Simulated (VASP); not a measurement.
# MgS (P6_3mc) in VASP: further runs, part 2 of 2

VASP 6.6.1. The steps go on from the part before.

### 5 Single point, PBEsol

This run uses another cell than the first one, of 22.53 Å³/atom.

INCAR reads:

```
SYSTEM = MgS
ALGO = Normal
EDIFF = 1E-6
ENCUT = 520
GGA = PS
ISIF = 2
ISMEAR = -1
LASPH = .True.
LCHARG = .False.
LREAL = .False.
LWAVE = .False.
NBANDS = 16
NELM = 100
PREC = Accurate
SIGMA = 0.05
```

KPOINTS reads:

```
k-points
0
Gamma
  8 8 4
  0 0 0
```

POSCAR reads:

```
MgS
1.0
    4.0278848377      0.0000000000      0.0000000000
   -2.0139424188      3.4882505929      0.0000000000
    0.0000000000      0.0000000000      6.4153085861
S Mg
2 2
Direct
    0.6666666667      0.3333333333      0.8787065171
    0.3333333333      0.6666666667      0.3787065171
    0.3333333333      0.6666666667      0.9962924829
    0.6666666667      0.3333333333      0.4962924829
```

Potentials or basis: VASP PAW PBE potentials, release 64 (S, Mg).

Run with:

```console
> cat potpaw_PBE.64/S/POTCAR potpaw_PBE.64/Mg/POTCAR > POTCAR
> mpirun -np 1 vasp_std > vasp.out
```

OUTCAR:

```text
SYSTEM = MgS
   EDIFF = 1E-6
   ENCUT = 520
   GGA = PS
   ISIF = 2
   ISMEAR = -1
   LASPH = .True.
   LREAL = .False.
   NELM = 100
   PREC = Accurate

 ion  position               nearest neighbor table
   1  0.667  0.333  0.879-   3 2.44   3 2.44   3 2.44   4 2.45
   2  0.333  0.667  0.379-   4 2.44   4 2.44   4 2.44   3 2.45
   3  0.333  0.667  0.996-   1 2.44   1 2.44   1 2.44   2 2.45
   4  0.667  0.333  0.496-   2 2.44   2 2.44   2 2.44   1 2.45

  LATTYP: Found a hexagonal cell.
 ALAT       =     4.0278848377
 C/A-ratio  =     1.5927239344

  Lattice vectors:

 A1 = (   4.0278848377,   0.0000000000,   0.0000000000)
 A2 = (  -2.0139424188,   3.4882505929,   0.0000000000)
 A3 = (   0.0000000000,   0.0000000000,   6.4153085861)

Analysis of symmetry for initial positions (statically):
=====================================================================
 Subroutine PRICEL returns:
 Original cell was already a primitive cell.

 Routine SETGRP: Setting up the symmetry group for a
 hexagonal supercell.

 Subroutine GETGRP returns: Found 12 space group operations
 (whereof  6 operations were pure point group operations)
 out of a pool of 24 trial point group operations.

The static configuration has the point symmetry C_3v.
 The point group associated with its full space group is C_6v.

Analysis of symmetry for dynamics (positions and initial velocities):
=====================================================================
 Subroutine PRICEL returns:
 Original cell was already a primitive cell.

 Routine SETGRP: Setting up the symmetry group for a
 hexagonal supercell.

 Subroutine GETGRP returns: Found 12 space group operations
 (whereof  6 operations were pure point group operations)
 out of a pool of 24 trial point group operations.

The dynamic configuration has the point symmetry C_3v.
 The point group associated with its full space group is C_6v.

 Subroutine INISYM returns: Found 12 space group operations
 (whereof  6 operations are pure point group operations),
 and found     1 'primitive' translations

----------------------------------------------------------------------------------------

                                     Primitive cell

  volume of cell :      90.1368

  direct lattice vectors                    reciprocal lattice vectors
     4.027884838  0.000000000  0.000000000     0.248269263  0.143338326  0.000000000
    -2.013942419  3.488250593  0.000000000     0.000000000  0.286676652  0.000000000
     0.000000000  0.000000000  6.415308586     0.000000000  0.000000000  0.155877147

  length of vectors
     4.027884838  4.027884838  6.415308586     0.286676652  0.286676652  0.155877147

  position of ions in fractional coordinates (direct lattice)
     0.666666667  0.333333333  0.878706517
     0.333333333  0.666666667  0.378706517
     0.333333333  0.666666667  0.996292483
     0.666666667  0.333333333  0.496292483

  ion indices of the primitive-cell ions
   primitive index   ion index
                 1           1
                 2           2
                 3           3
                 4           4

----------------------------------------------------------------------------------------

 KPOINTS: k-points

Automatic generation of k-mesh.
 Grid dimensions read from file:
 generate k-points for:    8    8    4
[... 23 lines left out ...]
  0.250000  0.000000  0.000000      6.000000
  0.375000  0.000000  0.000000      6.000000
  0.500000  0.000000  0.000000      3.000000
  0.125000  0.125000  0.000000      6.000000
[... 16 lines left out ...]
  0.250000  0.000000  0.500000      6.000000
  0.375000  0.000000  0.500000      6.000000
 [... further k-points ...]
   k-points           NKPTS =     30   k-points in BZ     NKDIM =     30   number of bands    NBANDS=     16
   number of dos      NEDOS =    301   number of ions     NIONS =      4
   total plane-waves  NPLWV =  43200
   dimension x,y,z NGX =    30 NGY =   30 NGZ =   48
   dimension x,y,z NGXF=    60 NGYF=   60 NGZF=   96
   ions per type =               2   2
   NGX,Y,Z   is equivalent  to a cutoff of  12.38, 12.38, 12.44 a.u.
   NGXF,Y,Z  is equivalent  to a cutoff of  24.76, 24.76, 24.88 a.u.
 SYSTEM =  MgS
   PREC   = accura    normal or accurate (medium, high low for compatibility)
   ISTART =      0    job   : 0-new  1-cont  2-samecut
   ICHARG =      2    charge: 1-file 2-atom 10-const
   ISPIN  =      1    spin polarized calculation?
   LNONCOLLINEAR =      F non collinear calculations
   LSORBIT =      F    spin-orbit coupling
   LASPH  =      T    aspherical Exc in radial PAW
   ENCUT  =  520.0 eV  38.22 Ry    6.18 a.u.   7.49  7.49 11.93*2*pi/ulx,y,z
   NELM   =    100;   NELMIN=  2; NELMDL= -5     # of ELM steps
   EDIFF  = 0.1E-05   stopping-criterion for ELM
   LREAL  =      F    real-space projection
   EDIFFG = 0.1E-04   stopping-criterion for IOM
   NSW    =      0    number of steps for IOM
   IBRION =     -1    ionic relax: 0-MD 1-quasi-New 2-CG
   NFREE  =      0    steps in history (QN), initial steepest desc. (CG)
   ISIF   =      2    stress and relaxation
   ISYM   =      2    0-nonsym 1-usesym 2-fastsym
   POTIM  = 0.5000    time-step for ionic-motion
   TEBEG  =    0.0;   TEEND  =   0.0 temperature during run
   PSTRESS=    0.0 pullay stress
   NELECT =      16.0000    total number of electrons
   NUPDOWN=      -1.0000    fix difference up-down
   EMIN   =  10.00;   EMAX   =-10.00  energy-range for DOS
   EFERMI =   0.00;   METHOD = LEGACY
   ISMEAR =    -1;   SIGMA  =   0.05  broadening in eV -4-tet -1-fermi 0-gaus
   EFERMI_NEDOS =   21; number of points for ismear=-14 and -15
   IALGO  =     38    algorithm
   IMIX   =      4    mixing-type and parameters
     AMIX     =   0.40;   BMIX     =  1.00
     AMIX_MAG =   1.60;   BMIX_MAG =  1.00
  volume/ion in A,a.u.               =      22.53       152.07
  Fermi-wavevector in a.u.,A,eV,Ry     =   0.920056  1.738653 11.517363  0.846502
  Thomas-Fermi vector in A             =   2.045318
   LORBIT       =      0    0 simple, 1 ext, 2 COOP (PROOUT), +10 PAW based schemes
   GGA     = PS    functional components
   LHFCALC =     F    Hartree Fock is set to
   AEXX    =    0.0000 exact exchange contribution
   IVDW    =     0    specifies the selected vdW correction
   LEPSILON=     F    determine dielectric tensor
   LRPA    =     F    only Hartree local field effects (RPA)
 non-spin polarized calculation
  energy-cutoff  :      520.00
  volume of cell :       90.14
 maximum number of plane-waves:      2452
 NGX is ok and might be reduce to    30
   NGX = 15   NGY = 15   NGZ = 23

 number of electron      16.0000003 magnetization

 Free energy of the ion-electron system (eV)
  ---------------------------------------------------
  ext. energy  EPLUGINS =         0.00000000
  ---------------------------------------------------
  free energy    TOTEN  =       -17.87267261 eV

  energy without entropy =      -17.87267261  energy(sigma->0) =      -17.87267261

 E-fermi :   2.1740     XC(G=0):  -8.5932

 val. band max:        1.1672092073   @ k =   0.0000   0.0000   0.0000
 cond. band min:       4.4740856204   @ k =   0.0000   0.0000   0.0000
 fundamental gap:      3.3068764131
 Fermi energy:         2.1739675452

 k-point     1 :       0.0000    0.0000    0.0000
  band No.  band energies     occupation
      1     -10.2593      2.00000
      2      -9.5042      2.00000
      3      -2.1298      2.00000
      4       0.5864      2.00000
      5       0.5864      2.00000
      6       1.0156      2.00000
[... 433 lines left out ...]
      3      -1.7763      2.00000
      4      -1.7763      2.00000
      5       0.2876      2.00000
      6       0.2876      2.00000
[... 8 lines left out ...]
     15      10.2769      0.00000
     16      10.2769      0.00000

 [... further k-points ...]

------------------------ aborting loop because EDIFF is reached ----------------------------------------

  FORCE on cell =-STRESS in cart. coord.  units (eV):
  Direction    XX          YY          ZZ          XY          YZ          ZX
  --------------------------------------------------------------------------------------
  -------------------------------------------------------------------------------------
  Total       -0.0365506     -0.0365506     -0.0261758     -0.0000000     -0.0000000      0.0000000
  in kB       -0.6496842     -0.6496842     -0.4652735     -0.0000000     -0.0000000      0.0000000
  external PRESSURE =      -0.5882139 kB  Pullay stress =       0.0000000 kB

 VOLUME and BASIS-vectors are now :
 -----------------------------------------------------------------------------
  energy-cutoff  :      520.00
  volume of cell :       90.14
      direct lattice vectors                 reciprocal lattice vectors
     4.027884838  0.000000000  0.000000000     0.248269263  0.143338326  0.000000000
    -2.013942419  3.488250593  0.000000000     0.000000000  0.286676652  0.000000000
     0.000000000  0.000000000  6.415308586     0.000000000  0.000000000  0.155877147

 POSITION                                       TOTAL-FORCE (eV/Angst)
 -----------------------------------------------------------------------------------
      2.01394      1.16275      5.63717        -0.000000     -0.000000     -0.002709
     -0.00000      2.32550      2.42952         0.000000      0.000000     -0.002709
     -0.00000      2.32550      6.39152        -0.000000     -0.000000      0.002709
      2.01394      1.16275      3.18387        -0.000000      0.000000      0.002709
 -----------------------------------------------------------------------------------
    total drift:                                0.000000      0.000000      0.000087

  FREE ENERGIE OF THE ION-ELECTRON SYSTEM (eV)
  ---------------------------------------------------
  free  energy   TOTEN  =       -17.8726726142 eV

  energy  without entropy=      -17.8726726141  energy(sigma->0) =      -17.87267261
```

Wall time 17 s (1 thread of Intel Xeon 6975P-C (Granite Rapids), shared host); peak memory 0.2 GiB.

What came out:

```
Free energy            : -17.8727 eV
Pressure               : -0.1 GPa
Band gap on the k mesh : 3.31 eV
```

Forces in eV/Å, atoms in the order of the input:
```
S    0.000  0.000 -0.003
S    0.000  0.000 -0.003
Mg   0.000  0.000  0.003
Mg   0.000  0.000  0.003
```

Caveat: the PAW data sets were made with another functional, which shifts forces and pressure a little.

### 6 The runs side by side

| task | cell | k mesh | gap on the mesh (eV) | pressure (GPa) |
| --- | --- | --- | --- | --- |
| relaxation of the atoms | atoms relaxed from a = 3.954, b = 3.954, c = 6.432 Å, angles 90.0, 90.0, 120.0°, 4 atoms, atomic positions A | 7 × 7 × 4 | 3.56 | 2.1 |
| relaxation of the atoms | atoms relaxed from a = 3.994, b = 3.994, c = 6.432 Å, angles 90.0, 90.0, 120.0°, 4 atoms, atomic positions A | 7 × 7 × 4 | 3.42 | 0.8 |
| single point | a = 3.946, b = 3.946, c = 6.199 Å, angles 90.0, 90.0, 120.0°, 4 atoms, atomic positions B | 8 × 8 × 4 | 3.62 | 5.0 |
| single point | a = 4.028, b = 4.028, c = 6.415 Å, angles 90.0, 90.0, 120.0°, 4 atoms, atomic positions C | 8 × 8 × 4 | 3.31 | -0.1 |

Alike in all rows: level PBEsol; potentials or basis VASP PAW PBE potentials, release 64 (S, Mg); no spin polarisation; cutoff (eV) 520; smearing fermi-dirac 0.05 eV.

Caveats: the PAW data sets were made with another functional, which shifts forces and pressure a little; the cell stands under pressure (at least some runs).

Total energies depend on the potentials used, so only differences within one code and one set of settings carry meaning.
